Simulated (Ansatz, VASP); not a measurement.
**One calculation of AgCl, two programs**

```
Ag Cl
1.0
     0.00000    2.79152    2.79152
     2.79152    0.00000    2.79152
     2.79152    2.79152    0.00000
Ag Cl
1 1
Direct
  0.50000 0.50000 0.50000
  0.00000 0.00000 0.00000
```

Change from the starting cell: volume scaled by 1.02, crystal datasets.

Alike in both runs: task electric field gradients; functional PBE; k mesh 8 × 8 × 8; occupations fermi-dirac, width 0.02 eV; no spin polarisation.

```csv
,VASP,Ansatz
version,VASP 6.6.1,Ansatz 0.2.0
potentials or method,"VASP PAW PBE potentials, release 64 (Ag, Cl), cutoff 520 eV","all-electron PAW with datasets made for the crystal, scalar-relativistic"
```

|  | VASP | Ansatz | Ansatz less VASP |
| --- | --- | --- | --- |
| gap on the k mesh at the Fermi level (eV) | 0.91 | 0.92 | +0.004 |
| pressure (GPa) | 0.5 | 0.7 | +0.14 |

Ansatz ran all-electron here, and VASP with PAW potentials.
